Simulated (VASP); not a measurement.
Set up this calculation in VASP 6.6.1, as the native input.

- Task: relaxation of cell and atoms
- Functional: PBE
- Dispersion: D4
- Potentials or basis: VASP PAW PBE potentials, release 64 (Br, K_sv)
- Cutoff: 600 eV
- k mesh: 7 × 7 × 7
- Occupations: fermi-dirac, width 0.05 eV
- Spin: no spin polarisation
- Dipole correction: no
- Further INCAR settings: ALGO = Normal; EDIFF = 1e-06; IBRION = 2; EDIFFG = -0.01; NSW = 60; ISIF = 3

The structure of KBr lies in POSCAR:

```
KBr
1.0
    0.0000000000      3.3000000000      3.3000000000
    3.3000000000      0.0000000000      3.3000000000
    3.3000000000      3.3000000000      0.0000000000
Br K
1 1
Direct
    0.5000000000      0.5000000000      0.5000000000
    0.0000000000      0.0000000000      0.0000000000
```

The input as run:

INCAR

```
SYSTEM = KBr
  PREC = Accurate
  ENCUT = 600
  EDIFF = 1E-6
  ISMEAR = -1
  SIGMA = 0.05
  LREAL = .False.
  LASPH = .True.
  NELM = 100
  ALGO = Normal
  ISIF = 3
  LWAVE = .False.
  LCHARG = .False.
  GGA = PE
  IVDW = 13
  IBRION = 2
  NSW = 60
  EDIFFG = -0.01
```

KPOINTS

```
regular mesh
0
Gamma
  7 7 7
  0 0 0
```

Potentials or basis: VASP PAW PBE potentials, release 64 (Br, K_sv).

Command:

```bash
$ cat potpaw_PBE.64/Br/POTCAR potpaw_PBE.64/K_sv/POTCAR > POTCAR
$ mpirun -np 1 vasp_std > vasp.out
```

Results of the run:

* Relaxed volume: 36.22 Å³/atom
* Relaxed cell: a = 4.679 Å, b = 4.679 Å, c = 4.679 Å, α = 60.00°, β = 60.00°, γ = 60.00°
* Space group after relaxing (to 0.05 Å): Fm-3m (No. 225)
* Energy gained by relaxing: 0.1 meV/atom
* Ionic steps: 3
* Pressure after relaxing: 0.0 GPa
* Band gap on the k mesh: 4.41 eV, direct
* Dispersion energy per atom: -0.121 eV

Wall time 120 s on 1 thread of AMD EPYC 7571, with other jobs on the host, peak memory 0.22 GiB.
